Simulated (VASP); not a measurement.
# ZnS in VASP: single point with r2SCAN

Aim: the single point of ZnS with r2SCAN.

Everything below comes from runs of VASP 6.6.1. Logs are shortened: lines on timing, memory, paths and dates and some standing lists are left out, and cuts for length are marked.

## Step 1: The cell of the first run

The typed cell holds 8 atoms: a = 3.809 Å, b = 3.809 Å, c = 12.659 Å, α = 81.35°, β = 81.35°, γ = 60.00°.

## Step 2: Single point, r2SCAN (the part above a cut slid along it)

The input, POSCAR:

```
ZnS
1.0
   -3.8087369231      0.0000000000      0.0000000000
   -1.9043684615     -3.2984629317      0.0000000000
   -1.9041780247     -1.0993776952     12.4664651483
Zn S
4 4
Direct
    0.7812670779      0.7812670779      0.6562643926
   -0.0520829221     -0.0520829221      0.1562643926
    0.0312900017      0.0312900017      0.9062206171
    0.5312733350      0.5312733350      0.4062206171
   -0.2811006018      0.7188993982      0.8433861439
   -0.1144506018     -0.1144506018      0.3433861439
    0.3020935088      0.3020935088      0.0937288464
    0.4687768422      0.4687768422      0.5937288464
```

The input, INCAR.step1:

```
  PREC = Accurate
  ENCUT = 520
  ISMEAR = 0
  SIGMA = 0.05
  LREAL = False
  LASPH = True
  NELM = 60
  NBANDS = 46
  GGA = PE
  ALGO = Normal
  EDIFF = 1E-4
  LWAVE = True
  LCHARG = False
```

The input, INCAR.step2:

```
  PREC = Accurate
  ENCUT = 520
  EDIFF = 1E-7
  ISMEAR = 0
  SIGMA = 0.05
  LREAL = False
  LASPH = True
  NELM = 60
  ALGO = Normal
  ISIF = 2
  LWAVE = False
  LCHARG = False
  METAGGA = R2SCAN
  LMIXTAU = True
  NBANDS = 46
  ISTART = 1
```

The input, KPOINTS:

```
regular mesh
0
Gamma
  7 7 2
```

Potentials or basis: VASP PAW PBE potentials, release 64 (Zn, S).

Run with:

```bash
cat potpaw_PBE.64/Zn/POTCAR potpaw_PBE.64/S/POTCAR > POTCAR
cp INCAR.step1 INCAR
mpirun -np 1 vasp_std > vasp.out
cp INCAR.step2 INCAR
mpirun -np 1 vasp_std > vasp.out
```

OUTCAR:

```text
PREC = Accurate
   ENCUT = 520
   EDIFF = 1E-7
   ISMEAR = 0
   LREAL = False
   LASPH = True
   NELM = 60
   ISIF = 2
   METAGGA = R2SCAN
   ISTART = 1

 ion  position               nearest neighbor table
   1  0.781  0.781  0.656-   5 2.33   8 2.33   8 2.33   8 2.33
   2  0.948  0.948  0.156-   6 2.33   7 2.33   7 2.33   7 2.33
   3  0.031  0.031  0.906-   5 2.33   5 2.33   5 2.33
   4  0.531  0.531  0.406-   6 2.33   6 2.33   6 2.33   8 2.34
   5  0.719  0.719  0.843-   1 2.33   3 2.33   3 2.33   3 2.33
   6  0.886  0.886  0.343-   2 2.33   4 2.33   4 2.33   4 2.33
   7  0.302  0.302  0.094-   2 2.33   2 2.33   2 2.33
   8  0.469  0.469  0.594-   1 2.33   1 2.33   1 2.33   4 2.34

  LATTYP: Found a base centered monoclinic cell.
 ALAT       =     6.5969258634
 B/A-ratio  =     0.5773502692
 C/A-ratio  =     1.9189061197
 COS(beta)  =    -0.1736927078

  Lattice vectors:

 A1 = (   3.8087369231,   0.0000000000,   0.0000000000)
 A2 = (   1.9043684615,   3.2984629317,   0.0000000000)
 A3 = (  -1.9041780247,  -1.0993776952,  12.4664651483)

Analysis of symmetry for initial positions (statically):
=====================================================================
 Subroutine PRICEL returns:
 Original cell was already a primitive cell.

 Routine SETGRP: Setting up the symmetry group for a
 base centered monoclinic supercell.

 Subroutine GETGRP returns: Found  2 space group operations
 (whereof  2 operations were pure point group operations)
 out of a pool of  4 trial point group operations.

The static configuration has the point symmetry C_1h.

Analysis of symmetry for dynamics (positions and initial velocities):
=====================================================================
 Subroutine PRICEL returns:
 Original cell was already a primitive cell.

 Routine SETGRP: Setting up the symmetry group for a
 base centered monoclinic supercell.

 Subroutine GETGRP returns: Found  2 space group operations
 (whereof  2 operations were pure point group operations)
 out of a pool of  4 trial point group operations.

The dynamic configuration has the point symmetry C_1h.

 Subroutine INISYM returns: Found  2 space group operations
 (whereof  2 operations are pure point group operations),
 and found     1 'primitive' translations

----------------------------------------------------------------------------------------

                                     Primitive cell

  volume of cell :     156.6159

  direct lattice vectors                    reciprocal lattice vectors
    -3.808736923  0.000000000  0.000000000    -0.262554233  0.151585757 -0.026735726
    -1.904368462 -3.298462932  0.000000000     0.000000000 -0.303171514 -0.026735726
    -1.904178025 -1.099377695 12.466465148     0.000000000  0.000000000  0.080215200

  length of vectors
     3.808736923  3.808736923 12.658881410     0.304348100  0.304348100  0.080215200

  position of ions in fractional coordinates (direct lattice)
     0.781267078  0.781267078  0.656264393
     0.947917078  0.947917078  0.156264393
     0.031290002  0.031290002  0.906220617
     0.531273335  0.531273335  0.406220617
     0.718899398  0.718899398  0.843386144
     0.885549398  0.885549398  0.343386144
     0.302093509  0.302093509  0.093728846
     0.468776842  0.468776842  0.593728846

  ion indices of the primitive-cell ions
   primitive index   ion index
                 1           1
                 2           2
                 3           3
                 4           4
                 5           5
                 6           6
                 7           7
                 8           8

----------------------------------------------------------------------------------------

 KPOINTS: regular mesh

Automatic generation of k-mesh.
[... 21 lines left out ...]
|           W WW W  AAAAAA  RRRRR   N  N N  II  N  N N  G  GGG   !            |
|           WW  WW  A    A  R   R   N   NN  II  N   NN  G    G                |
|           W    W  A    A  R    R  N    N  II  N    N   GGGG   !!!           |
|                                                                             |
|     Your reciprocal lattice and k-lattice belong to different lattice       |
|     classes:                                                                |
|                                                                             |
|        The reciprocal lattice is rhombohedral (trigonal),                   |
|        whereas your k-lattice is base-centered monoclinic.                  |
|                                                                             |
|     Results are often still useful ...                                      |
|                                                                             |
 -----------------------------------------------------------------------------

 WARNING: IBZKPT: internal override: KBLOWUP is changed to .FALSE.
      ... skipping the blow-up phase ...

 Subroutine IBZKPT returns following result:
 ===========================================

 Found     32 irreducible k-points:

 Following reciprocal coordinates:
            Coordinates               Weight
  0.000000  0.000000  0.000000      1.000000
  0.142857 -0.000000 -0.000000      4.000000
  0.285714  0.000000 -0.000000      4.000000
  0.428571 -0.000000 -0.000000      4.000000
  0.142857  0.142857 -0.000000      2.000000
  0.285714  0.142857 -0.000000      4.000000
[... 16 lines left out ...]
  0.428571  0.142857  0.500000      4.000000
 -0.428571  0.142857  0.500000      4.000000
 [... further k-points ...]
   k-points           NKPTS =     32   k-points in BZ     NKDIM =     32   number of bands    NBANDS=     46
   number of dos      NEDOS =    301   number of ions     NIONS =      8
   total plane-waves  NPLWV =  75264
   dimension x,y,z NGX =    28 NGY =   28 NGZ =   96
   dimension x,y,z NGXF=    56 NGYF=   56 NGZF=  192
   ions per type =               4   4
   NGX,Y,Z   is equivalent  to a cutoff of  12.22, 12.22, 12.61 a.u.
   NGXF,Y,Z  is equivalent  to a cutoff of  24.44, 24.44, 25.21 a.u.
 SYSTEM =  unknown system
   PREC   = accura    normal or accurate (medium, high low for compatibility)
   ISTART =      1    job   : 0-new  1-cont  2-samecut
   ICHARG =      0    charge: 1-file 2-atom 10-const
   ISPIN  =      1    spin polarized calculation?
   LNONCOLLINEAR =      F non collinear calculations
   LSORBIT =      F    spin-orbit coupling
   LASPH  =      T    aspherical Exc in radial PAW
   ENCUT  =  520.0 eV  38.22 Ry    6.18 a.u.   7.08  7.08 23.54*2*pi/ulx,y,z
   NELM   =     60;   NELMIN=  2; NELMDL=  0     # of ELM steps
   EDIFF  = 0.1E-06   stopping-criterion for ELM
   LREAL  =      F    real-space projection
   EDIFFG = 0.1E-05   stopping-criterion for IOM
   NSW    =      0    number of steps for IOM
   IBRION =     -1    ionic relax: 0-MD 1-quasi-New 2-CG
   NFREE  =      0    steps in history (QN), initial steepest desc. (CG)
   ISIF   =      2    stress and relaxation
   ISYM   =      2    0-nonsym 1-usesym 2-fastsym
   POTIM  = 0.5000    time-step for ionic-motion
   TEBEG  =    0.0;   TEEND  =   0.0 temperature during run
   PSTRESS=    0.0 pullay stress
   NELECT =      72.0000    total number of electrons
   NUPDOWN=      -1.0000    fix difference up-down
   EMIN   =  10.00;   EMAX   =-10.00  energy-range for DOS
   EFERMI =   0.00;   METHOD = LEGACY
   ISMEAR =     0;   SIGMA  =   0.05  broadening in eV -4-tet -1-fermi 0-gaus
   EFERMI_NEDOS =   21; number of points for ismear=-14 and -15
   IALGO  =     38    algorithm
   IMIX   =      4    mixing-type and parameters
     AMIX     =   0.40;   BMIX     =  1.00
     AMIX_MAG =   1.60;   BMIX_MAG =  1.00
  volume/ion in A,a.u.               =      19.58       132.11
  Fermi-wavevector in a.u.,A,eV,Ry     =   1.263495  2.387660 21.720624  1.596421
  Thomas-Fermi vector in A             =   2.396849
   LORBIT       =      0    0 simple, 1 ext, 2 COOP (PROOUT), +10 PAW based schemes
   METAGGA = R2SCAN    functional components
   LHFCALC =     F    Hartree Fock is set to
   AEXX    =    0.0000 exact exchange contribution
   IVDW    =     0    specifies the selected vdW correction
   LEPSILON=     F    determine dielectric tensor
   LRPA    =     F    only Hartree local field effects (RPA)
 non-spin polarized calculation
 Gauss-broadening in eV      SIGMA  =   0.05
  energy-cutoff  :      520.00
  volume of cell :      156.62
 maximum number of plane-waves:      4242
   NGX = 15   NGY = 15   NGZ = 47

 number of electron      71.9999970 magnetization

 Free energy of the ion-electron system (eV)
  ---------------------------------------------------
  ext. energy  EPLUGINS =         0.00000000
  ---------------------------------------------------
  free energy    TOTEN  =       -74.72058274 eV

  energy without entropy =      -74.72058274  energy(sigma->0) =      -74.72058274

 E-fermi :   2.2686     XC(G=0): -10.3491

 val. band max:        2.0518876669   @ k =   0.0000   0.0000   0.5000
 cond. band min:       4.1912633723   @ k =   0.0000   0.0000   0.0000
 fundamental gap:      2.1393757054
 Fermi energy:         2.2685540910

 k-point     1 :       0.0000    0.0000    0.0000
  band No.  band energies     occupation
      1     -11.9538      2.00000
      2     -11.4797      2.00000
      3     -11.1578      2.00000
      4     -10.5639      2.00000
      5      -5.0370      2.00000
      6      -5.0366      2.00000
[... 1165 lines left out ...]
     45       9.2276      0.00000
     46      10.0343      0.00000

 [... further k-points ...]

------------------------ aborting loop because EDIFF is reached ----------------------------------------

  FORCE on cell =-STRESS in cart. coord.  units (eV):
  Direction    XX          YY          ZZ          XY          YZ          ZX
  --------------------------------------------------------------------------------------
  -------------------------------------------------------------------------------------
  Total       -1.1995940     -1.2035794     -0.0510304      0.0034515     -0.0043659     -0.0075622
  in kB      -12.2718192    -12.3125897     -0.5220400      0.0353083     -0.0446633     -0.0773615
  external PRESSURE =      -8.3688163 kB  Pullay stress =       0.0000000 kB

 VOLUME and BASIS-vectors are now :
 -----------------------------------------------------------------------------
  energy-cutoff  :      520.00
  volume of cell :      156.62
      direct lattice vectors                 reciprocal lattice vectors
    -3.808736923  0.000000000  0.000000000    -0.262554233  0.151585757 -0.026735726
    -1.904368462 -3.298462932  0.000000000     0.000000000 -0.303171514 -0.026735726
    -1.904178025 -1.099377695 12.466465148     0.000000000  0.000000000  0.080215200

 POSITION                                       TOTAL-FORCE (eV/Angst)
 -----------------------------------------------------------------------------------
     -5.71311     -3.29846      8.18130         0.012221      0.007056     -0.214316
     -5.71311     -3.29846      1.94806         0.001390      0.000803      0.081634
     -1.90437     -1.09949     11.29737         0.014873      0.008587     -0.007524
     -3.80874     -2.19898      5.06414        -0.008468     -0.004889     -0.224592
     -5.71311     -3.29846     10.51404        -0.005277     -0.003047      0.417841
     -5.71311     -3.29846      4.28081        -0.005069     -0.002927      0.243758
     -1.90437     -1.09949      1.16847        -0.004320     -0.002494     -0.502613
     -3.80874     -2.19898      7.40170        -0.005350     -0.003089      0.205811
 -----------------------------------------------------------------------------------
    total drift:                                0.041441      0.023926     -0.040544

  FREE ENERGIE OF THE ION-ELECTRON SYSTEM (eV)
  ---------------------------------------------------
  free  energy   TOTEN  =       -74.7205827402 eV

  energy  without entropy=      -74.7205827401  energy(sigma->0) =      -74.72058274
```

It took 16 min on 1 thread of Oxide Virtual Turin-like, shared host; peak memory 0.36 GiB.

What came out:

- Free energy: -74.7206 eV
- Pressure: -0.8 GPa
- Largest force: 0.503 eV/Å
- Band gap on the k mesh: 2.14 eV (least direct gap 2.15 eV)

Forces on the atoms (eV/Å):
```
Zn   0.012  0.007 -0.214
Zn   0.001  0.001  0.082
Zn   0.015  0.009 -0.008
Zn  -0.008 -0.005 -0.225
S   -0.005 -0.003  0.418
S   -0.005 -0.003  0.244
S   -0.004 -0.002 -0.503
S   -0.005 -0.003  0.206
```

Levels at points of the mesh, in eV from the valence-band top:
| k point | band 32 | band 33 | band 34 | band 35 | band 36 | band 37 | band 38 | band 39 | band 40 | band 41 |
| --- | --- | --- | --- | --- | --- | --- | --- | --- | --- | --- |
| (0.00, 0.00, 0.00) | -0.40 | -0.40 | -0.03 | -0.01 | -0.01 | 2.14 | 3.55 | 3.85 | 3.94 | 6.64 |
| (0.00, 0.00, 0.50) | -0.74 | -0.42 | -0.42 | 0.00 | 0.00 | 2.70 | 3.45 | 3.63 | 3.92 | 6.44 |

Caveat: the cell differs from its parent crystal (the part above a cut slid along it); the PAW data sets were made with another functional, which shifts forces and pressure a little. A k mesh can miss the band edges.
